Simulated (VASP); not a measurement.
AgCl: single point with PBE+D3(BJ)

AgCl:

```
Ag Cl
1.0
     3.43397    0.00000    0.00000
     0.00000    3.43397    0.00000
     0.00000    0.00000    3.43397
Ag Cl
1 1
Direct
  0.00000 0.00000 0.00000
  0.50000 0.50000 0.50000
```

```
Program                : VASP 6.6.1
Task                   : single point
Functional             : PBE
Dispersion             : D3(BJ)
Potentials or basis    : VASP PAW PBE potentials, release 64 (Ag, Cl)
Cutoff                 : 500 eV
k mesh                 : 8 × 8 × 8
Occupations            : gaussian, width 0.1 eV
Spin                   : no spin polarisation
Dipole correction      : no
Further INCAR settings : ALGO = Normal; EDIFF = 1e-06; NBANDS = 16
```

```json
{
 "Pressure": "-2.9 GPa",
 "Band gap on the k mesh": "0.57 eV, indirect (least direct gap 2.08 eV)",
 "Dispersion energy per atom": "-0.349 eV"
}
```

Levels at points of the mesh, in eV from the valence-band top:
```tsv
k point	band 5	band 6	band 7	band 8	band 9	band 10	band 11	band 12	band 13	band 14
(0.00, 0.00, 0.00)	-1.78	-1.78	-1.50	-1.50	-1.50	0.57	9.44	9.44	13.66	13.66
(0.50, 0.00, 0.00)	-2.57	-1.73	-1.42	0.00	0.00	4.91	5.51	9.43	10.03	10.03
(0.50, 0.50, 0.00)	-2.09	-2.06	-2.06	-1.48	-0.88	2.81	8.93	8.93	10.62	13.73
(0.50, 0.50, 0.50)	-1.46	-1.46	-0.17	-0.17	-0.17	4.80	4.80	4.80	6.76	17.43
```

It took 20 s on 1 thread of Intel(R) Xeon(R) Platinum 8488C (Sapphire Rapids) (shared host), peak memory 0.18 GiB.

A k mesh can miss the band edges.
